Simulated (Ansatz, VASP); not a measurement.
## Te: VASP beside Ansatz

```
Te
1.0
     9.05623    0.00000    0.00000
     0.00000    3.20693    0.00000
     0.00000    0.00000    4.51356
Te
4
Direct
  0.75000 0.50000 0.50012
  0.25000 0.50000 0.49988
  0.00000 0.50000 0.00000
  0.50000 0.50000 0.00000
```

Alike in both runs: functional PBE; k mesh 6 × 14 × 10; occupations gaussian, width 0.1 eV; no spin polarisation.

Ansatz relaxed the structure, and its values are those at the end. VASP's run is a single point on that final structure, the one shown.

|  | VASP | Ansatz |
| --- | --- | --- |
| version | VASP 6.6.1 | Ansatz 0.2.0 |
| potentials or method | VASP PAW PBE potentials, release 64 (Te), cutoff 520 eV | scalar-relativistic, plane waves, PAW |
| valence electrons in the cell | 24 | 64 |

|  | VASP | Ansatz | Ansatz less VASP |
| --- | --- | --- | --- |
| gap on the k mesh at the Fermi level (eV) | none | none | - |
| pressure (GPa) | 0.0 | 0.0 | +0.04 |

A gap of «none» marks a metal or a gap that the smearing closes. VASP's potentials hold 24 valence electrons a cell and Ansatz's 64, so a difference there can come from the potentials and not from the codes.

Neither program's run includes spin-orbit coupling.
